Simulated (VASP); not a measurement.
# Au (I4/mmm) in VASP: a series of runs

Runs on Au. Level: PBEsol. Tasks: single point.

Program: VASP 6.6.1. These are calculated values, not measurements. Logs are shortened: lines on timing, memory, paths and dates and some standing lists are left out, and cuts for length are marked.

## (1) The cell of the first run

It takes space group I4/mmm (No. 139, tetragonal). The conventional cell has a = 2.801 Å, b = 2.801 Å, c = 4.145 Å, α = 90.00°, β = 90.00°, γ = 90.00°. Au (site symmetry 4/mmm) has 12 Au at 2.80 to 2.87 Å within 3.7 Å.

## (2) Single point, PBEsol (strain -0.030 along x and y, +0.015 along z)

The input, INCAR:

```
SYSTEM = Au
PREC = Accurate ; ENCUT = 520
EDIFF = 1E-7 ; ISMEAR = 0
SIGMA = 0.15 ; LREAL = .FALSE.
LASPH = .TRUE. ; NELM = 100
ALGO = Fast ; ISIF = 2
LWAVE = .FALSE. ; LCHARG = .FALSE.
GGA = PS ; NBANDS = 12
```

The input, KPOINTS:

```
Automatic mesh
0
G
  26 26 26
  0 0 0
```

The input, POSCAR:

```
Au
1.0
    0.0000000000      1.9806763535      2.0725634009
    1.9806763535      0.0000000000      2.0725634009
    1.9806763535      1.9806763535      0.0000000000
Au
1
Direct
    0.0000000000      0.0000000000      0.0000000000
```

Potentials or basis: VASP PAW PBE potentials, release 64 (Au).

Run with:

```console
$ cat potpaw_PBE.64/Au/POTCAR > POTCAR
$ mpirun -np 1 vasp_std > vasp.out
```

OUTCAR:

```text
SYSTEM = Au
   PREC = Accurate
   ENCUT = 520
   EDIFF = 1E-7
   ISMEAR = 0
   LREAL = .FALSE.
   LASPH = .TRUE.
   NELM = 100
   ISIF = 2
   GGA = PS

 ion  position               nearest neighbor table
   1  0.000  0.000  0.000-

  LATTYP: Found a body centered tetragonal cell.
 ALAT       =     2.8010993618
 C/A-ratio  =     1.4798214081

  Lattice vectors:

 A1 = (  -1.9806763535,   0.0000000000,   2.0725634009)
 A2 = (   1.9806763535,   0.0000000000,   2.0725634009)
 A3 = (   0.0000000000,   1.9806763535,  -2.0725634009)

Analysis of symmetry for initial positions (statically):
=====================================================================
 Subroutine PRICEL returns:
 Original cell was already a primitive cell.

 Routine SETGRP: Setting up the symmetry group for a
 body centered tetragonal supercell.

 Subroutine GETGRP returns: Found 16 space group operations
 (whereof 16 operations were pure point group operations)
 out of a pool of 16 trial point group operations.

The static configuration has the point symmetry D_4h.

Analysis of symmetry for dynamics (positions and initial velocities):
=====================================================================
 Subroutine PRICEL returns:
 Original cell was already a primitive cell.

 Routine SETGRP: Setting up the symmetry group for a
 body centered tetragonal supercell.

 Subroutine GETGRP returns: Found 16 space group operations
 (whereof 16 operations were pure point group operations)
 out of a pool of 16 trial point group operations.

The dynamic configuration has the point symmetry D_4h.

 Subroutine INISYM returns: Found 16 space group operations
 (whereof 16 operations are pure point group operations),
 and found     1 'primitive' translations

----------------------------------------------------------------------------------------

                                     Primitive cell

  volume of cell :      16.2617

  direct lattice vectors                    reciprocal lattice vectors
     0.000000000  1.980676354  2.072563401    -0.252439021  0.252439021  0.241247143
     1.980676354  0.000000000  2.072563401     0.252439021 -0.252439021  0.241247143
     1.980676354  1.980676354  0.000000000     0.252439021  0.252439021 -0.241247143

  length of vectors
     2.866809702  2.866809702  2.801099362     0.430872490  0.430872490  0.430872490

  position of ions in fractional coordinates (direct lattice)
     0.000000000  0.000000000  0.000000000

  ion indices of the primitive-cell ions
   primitive index   ion index
                 1           1

----------------------------------------------------------------------------------------

 KPOINTS: Automatic mesh

Automatic generation of k-mesh.
 Grid dimensions read from file:
 generate k-points for:   26   26   26

 Generating k-lattice:

  Cartesian coordinates                     Fractional coordinates (reciprocal lattice)
    -0.009709193  0.009709193  0.009278736     0.038461538 -0.000000000  0.000000000
     0.009709193 -0.009709193  0.009278736    -0.000000000  0.038461538  0.000000000
     0.009709193  0.009709193 -0.009278736     0.000000000  0.000000000  0.038461538

  Length of vectors
     0.016572019  0.016572019  0.016572019

  Shift w.r.t. Gamma in fractional coordinates (k-lattice)
     0.000000000  0.000000000  0.000000000

 Subroutine IBZKPT returns following result:
 ===========================================

 Found   1330 irreducible k-points:

 Following reciprocal coordinates:
            Coordinates               Weight
  0.000000  0.000000  0.000000      1.000000
  0.038462 -0.000000  0.000000      8.000000
  0.076923 -0.000000  0.000000      8.000000
  0.115385  0.000000  0.000000      8.000000
  0.153846 -0.000000  0.000000      8.000000
  0.192308  0.000000  0.000000      8.000000
[... 16 lines left out ...]
  0.346154  0.038462  0.000000      8.000000
  0.384615  0.038462  0.000000      8.000000
 [... further k-points ...]
   k-points           NKPTS =   1330   k-points in BZ     NKDIM =   1330   number of bands    NBANDS=     12
   number of dos      NEDOS =    301   number of ions     NIONS =      1
   total plane-waves  NPLWV =  13824
   dimension x,y,z NGX =    24 NGY =   24 NGZ =   24
   dimension x,y,z NGXF=    48 NGYF=   48 NGZF=   48
   ions per type =               1
   NGX,Y,Z   is equivalent  to a cutoff of  13.92, 13.92, 14.24 a.u.
   NGXF,Y,Z  is equivalent  to a cutoff of  27.84, 27.84, 28.49 a.u.
 SYSTEM =  Au
   PREC   = accura    normal or accurate (medium, high low for compatibility)
   ISTART =      0    job   : 0-new  1-cont  2-samecut
   ICHARG =      2    charge: 1-file 2-atom 10-const
   ISPIN  =      1    spin polarized calculation?
   LNONCOLLINEAR =      F non collinear calculations
   LSORBIT =      F    spin-orbit coupling
   LASPH  =      T    aspherical Exc in radial PAW
   ENCUT  =  520.0 eV  38.22 Ry    6.18 a.u.   5.33  5.33  5.21*2*pi/ulx,y,z
   NELM   =    100;   NELMIN=  2; NELMDL= -5     # of ELM steps
   EDIFF  = 0.1E-06   stopping-criterion for ELM
   LREAL  =      F    real-space projection
   EDIFFG = 0.1E-05   stopping-criterion for IOM
   NSW    =      0    number of steps for IOM
   IBRION =     -1    ionic relax: 0-MD 1-quasi-New 2-CG
   NFREE  =      0    steps in history (QN), initial steepest desc. (CG)
   ISIF   =      2    stress and relaxation
   ISYM   =      2    0-nonsym 1-usesym 2-fastsym
   POTIM  = 0.5000    time-step for ionic-motion
   TEBEG  =    0.0;   TEEND  =   0.0 temperature during run
   PSTRESS=    0.0 pullay stress
   NELECT =      11.0000    total number of electrons
   NUPDOWN=      -1.0000    fix difference up-down
   EMIN   =  10.00;   EMAX   =-10.00  energy-range for DOS
   EFERMI =   0.00;   METHOD = LEGACY
   ISMEAR =     0;   SIGMA  =   0.15  broadening in eV -4-tet -1-fermi 0-gaus
   EFERMI_NEDOS =   21; number of points for ismear=-14 and -15
   IALGO  =     68    algorithm
   IMIX   =      4    mixing-type and parameters
     AMIX     =   0.40;   BMIX     =  1.00
     AMIX_MAG =   1.60;   BMIX_MAG =  1.00
  volume/ion in A,a.u.               =      16.26       109.74
  Fermi-wavevector in a.u.,A,eV,Ry     =   1.437090  2.715707 28.099147  2.065229
  Thomas-Fermi vector in A             =   2.556207
   LORBIT       =      0    0 simple, 1 ext, 2 COOP (PROOUT), +10 PAW based schemes
   GGA     = PS    functional components
   LHFCALC =     F    Hartree Fock is set to
   AEXX    =    0.0000 exact exchange contribution
   IVDW    =     0    specifies the selected vdW correction
   LEPSILON=     F    determine dielectric tensor
   LRPA    =     F    only Hartree local field effects (RPA)
 non-spin polarized calculation
 RMM-DIIS sequential band-by-band and
 Gauss-broadening in eV      SIGMA  =   0.15
  energy-cutoff  :      520.00
  volume of cell :       16.26
 maximum number of plane-waves:       456
 NGX is ok and might be reduce to    24
   NGX = 11   NGY = 11   NGZ = 11

 number of electron      11.0000001 magnetization

 Free energy of the ion-electron system (eV)
  ---------------------------------------------------
  ext. energy  EPLUGINS =         0.00000000
  ---------------------------------------------------
  free energy    TOTEN  =        -3.90373222 eV

  energy without entropy =       -3.90098750  energy(sigma->0) =       -3.90235986

 E-fermi :  10.1265     XC(G=0): -13.1636

 val. band max:       10.1228278524   @ k =  -0.2692   0.2308   0.0769
 cond. band min:      10.1306790140   @ k =   0.5000   0.0385   0.1538
 fundamental gap:      0.0078511616
 Fermi energy:        10.1265353572

 k-point     1 :       0.0000    0.0000    0.0000
  band No.  band energies     occupation
      1      -0.3482      2.00000
      2       4.8472      2.00000
      3       5.2967      2.00000
      4       5.2967      2.00000
      5       6.5416      2.00000
      6       7.0379      2.00000
      7      24.5399      0.00000
      8      28.2028      0.00000
      9      29.0647      0.00000
     10      29.0647      0.00000
     11      33.8312      0.00000
     12      38.6840      0.00000

 k-point     2 :       0.0385   -0.0000    0.0000
  band No.  band energies     occupation
      1      -0.2940      2.00000
      2       4.8566      2.00000
      3       5.2874      2.00000
      4       5.3161      2.00000
      5       6.5353      2.00000
      6       7.0251      2.00000
      7      24.6099      0.00000
      8      28.1134      0.00000
      9      28.8526      0.00000
     10      29.1347      0.00000
     11      34.1887      0.00000
     12      37.6782      0.00000

 k-point     3 :       0.0769   -0.0000    0.0000
  band No.  band energies     occupation
      1      -0.1332      2.00000
      2       4.8753      2.00000
      3       5.2686      2.00000
      4       5.3715      2.00000
      5       6.5213      2.00000
      6       6.9904      2.00000
      7      24.8050      0.00000
      8      27.4816      0.00000
      9      28.8044      0.00000
     10      29.3397      0.00000
     11      34.7766      0.00000
     12      36.5867      0.00000
[... 286 lines left out ...]
 k-point    23 :       0.3462    0.0385    0.0000
  band No.  band energies     occupation
      1       2.1818      2.00000
      2       5.0613      2.00000
      3       5.5605      2.00000
      4       5.7183      2.00000
      5       7.4392      2.00000
      6       7.5697      2.00000
      7      18.2963      0.00000
      8      24.9079      0.00000
      9      28.9851      0.00000
     10      29.3180      0.00000
     11      33.1173      0.00000
     12      34.5517      0.00000

 k-point    24 :       0.3846    0.0385    0.0000
  band No.  band energies     occupation
      1       2.2919      2.00000
      2       4.9837      2.00000
      3       5.4849      2.00000
      4       6.3903      2.00000
      5       7.7500      2.00000
      6       7.7847      2.00000
      7      16.7906      0.00000
      8      24.5185      0.00000
      9      28.5213      0.00000
     10      28.5310      0.00000
     11      33.9321      0.00000
     12      35.0042      0.00000

 [... further k-points ...]

------------------------ aborting loop because EDIFF is reached ----------------------------------------

  FORCE on cell =-STRESS in cart. coord.  units (eV):
  Direction    XX          YY          ZZ          XY          YZ          ZX
  --------------------------------------------------------------------------------------
  -------------------------------------------------------------------------------------
  Total        0.9654978      0.9654978      0.7491045      0.0000000      0.0000000      0.0000000
  in kB       95.1255100     95.1255100     73.8053986      0.0000000      0.0000000      0.0000000
  external PRESSURE =      88.0188062 kB  Pullay stress =       0.0000000 kB

 VOLUME and BASIS-vectors are now :
 -----------------------------------------------------------------------------
  energy-cutoff  :      520.00
  volume of cell :       16.26
      direct lattice vectors                 reciprocal lattice vectors
     0.000000000  1.980676354  2.072563401    -0.252439021  0.252439021  0.241247143
     1.980676354  0.000000000  2.072563401     0.252439021 -0.252439021  0.241247143
     1.980676354  1.980676354  0.000000000     0.252439021  0.252439021 -0.241247143

 POSITION                                       TOTAL-FORCE (eV/Angst)
 -----------------------------------------------------------------------------------
      0.00000      0.00000      0.00000         0.000000      0.000000     -0.000000
 -----------------------------------------------------------------------------------
    total drift:                               -0.000000      0.000000      0.000000

  FREE ENERGIE OF THE ION-ELECTRON SYSTEM (eV)
  ---------------------------------------------------
  free  energy   TOTEN  =        -3.9037322217 eV

  energy  without entropy=       -3.9009875043  energy(sigma->0) =       -3.90235986
```

Wall time 6.9 min (1 thread of Intel Xeon 8259CL, shared host); peak memory 0.36 GiB.

What came out:

```yaml
Free_energy: -3.9037 eV
Pressure: 8.8 GPa
Band_gap_on_the_k_mesh: zero (an odd number of electrons rules out a gap without spin polarisation)
```

Levels at points of the mesh, in eV from the Fermi level:
```tsv
k point	band 2	band 3	band 4	band 5	band 6	band 7	band 8	band 9	band 10	band 11
(0.00, 0.00, 0.00)	-5.28	-4.83	-4.83	-3.58	-3.09	14.41	18.08	18.94	18.94	23.70
(0.50, 0.00, 0.00)	-5.24	-4.82	-2.12	-1.93	-1.29	3.28	13.74	17.02	17.90	24.91
(0.50, 0.50, 0.00)	-7.24	-2.04	-1.70	-1.70	0.26	5.37	10.59	10.59	18.12	20.88
(0.50, 0.00, 0.50)	-7.21	-2.09	-1.85	-1.48	1.05	6.47	9.72	9.85	17.45	20.17
```

Caveat: the cell differs from its parent crystal (strain -0.030 along x and y, +0.015 along z); the cell stands under pressure; the PAW data sets were made with another functional, which shifts forces and pressure a little; spin-orbit coupling is left out, which moves the levels of the heavy elements.

(Part 1 of 2 ends here.)
